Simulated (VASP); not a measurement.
Set up this calculation in VASP 6.6.1, as the native input.

```
Task                   : relaxation of cell and atoms
Functional             : PBE
Dispersion             : D4
Potentials or basis    : VASP PAW PBE potentials, release 64 (Ni, O)
Cutoff                 : 600 eV
k mesh                 : 11 × 11 × 11
Occupations            : fermi-dirac, width 0.05 eV
Spin                   : collinear spin, ferromagnetic start
Starting moments       : [1.0, 0.0] μB
Dipole correction      : no
Further INCAR settings : ALGO = Normal; EDIFF = 1e-07; IBRION = 2; EDIFFG = -0.01; NSW = 60; ISIF = 3
```

The structure of NiO lies in POSCAR:

```
NiO
1.0
    2.5046153800      0.0000000000      0.0000000000
    0.0000000000      2.5046153800      0.0000000000
    0.0000000000      0.0000000000      2.5046153800
Ni O
1 1
Direct
    0.0000000000      0.0000000000      0.0000000000
    0.5000000000      0.5000000000      0.5000000000
```

The input as run:

INCAR

```
SYSTEM = NiO
PREC     = Accurate       ! precision mode
ENCUT    = 600            ! plane-wave cutoff, eV
EDIFF    = 1E-7           ! SCF threshold, eV
ISMEAR   = -1             ! smearing method
SIGMA    = 0.05           ! smearing width, eV
LREAL    = .False.        ! projectors in reciprocal space
LASPH    = .True.         ! aspherical terms in the spheres
NELM     = 150            ! most SCF steps
ALGO     = Normal         ! electronic algorithm
ISIF     = 3              ! what is computed and relaxed
LWAVE    = .False.        ! write WAVECAR
LCHARG   = .False.        ! write CHGCAR
ISPIN    = 2              ! spin polarisation
MAGMOM   = 1 0            ! initial moments
LORBIT   = 11             ! projections on sites
LMAXMIX  = 4              ! l up to which the mixer works
GGA      = PE             ! functional
IVDW     = 13             ! dispersion correction
IBRION   = 2              ! ionic algorithm
NSW      = 60             ! ionic steps
EDIFFG   = -0.01          ! ionic threshold
```

KPOINTS

```
Automatic mesh
0
Gamma
  11 11 11
  0 0 0
```

Potentials or basis: VASP PAW PBE potentials, release 64 (Ni, O).

Run with:

```console
$ cat potpaw_PBE.64/Ni/POTCAR potpaw_PBE.64/O/POTCAR > POTCAR
$ mpirun -np 1 vasp_std > vasp.out
```

It gave:

```
Relaxed volume                                        : 8.77 Å³/atom
Relaxed cell                                          : a = 2.598 Å, b = 2.598 Å, c = 2.598 Å, α = 90.00°, β = 90.00°, γ = 90.00°
Space group after relaxing (to 0.05 Å)                : Pm-3m (No. 221)
Energy gained by relaxing                             : 63.8 meV/atom
Ionic steps                                           : 5
Pressure after relaxing                               : 0.1 GPa
Net moment                                            : 1.93 μB per cell
Site moments                                          : Ni +1.39; O +0.50 μB
Valence electrons inside the program's atomic spheres : Ni 8.94; O 4.89
Dispersion energy per atom                            : -0.318 eV
```

Caveat: a cell with one magnetic atom can't hold antiferromagnetic order, which such compounds often take; pairwise dispersion overbinds metals, which lowers pressure and volume.

Wall time 4.8 min on 1 thread of Intel(R) Xeon(R) Platinum 8259CL CPU @ 2.50GHz (Skylake/Cascade Lake), on a shared host, peak memory 0.16 GiB.
